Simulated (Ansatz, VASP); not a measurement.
**KBr: VASP beside Ansatz**

```xyz
4
Lattice="5.7029 0.0000 0.0000 -2.8514 4.9388 0.0000 0.0000 0.0000 6.6521" Properties=species:S:1:pos:R:3 pbc="T T T"
K     0.0000    3.2925   -0.4158
K     2.8514    1.6463    2.9103
Br    0.0000    3.2925    2.9103
Br    2.8514    1.6463    6.2364
```

Change from the starting cell: hydrostatic strain +1.5%.

Alike in both runs: task single point; functional PBE; k mesh 6 × 6 × 4; occupations fermi-dirac, width 0.02 eV; no spin polarisation.

|  | VASP | Ansatz |
| --- | --- | --- |
| version | VASP 6.6.1 | Ansatz 0.2.0 |
| potentials or method | VASP PAW PBE potentials, release 64 (K_sv, Br) | plane waves, PAW |
| plane-wave cutoff (eV) | 520 | 420 |
| valence electrons in the cell | 32 | 32 |

```csv
,VASP,Ansatz,Ansatz less VASP
gap on the k mesh at the Fermi level (eV),4.12,4.12,+0.001
pressure (GPa),-0.1,-0.1,-0.02
```

With one functional, cell and mesh, what is left measures potentials, basis and numerics.
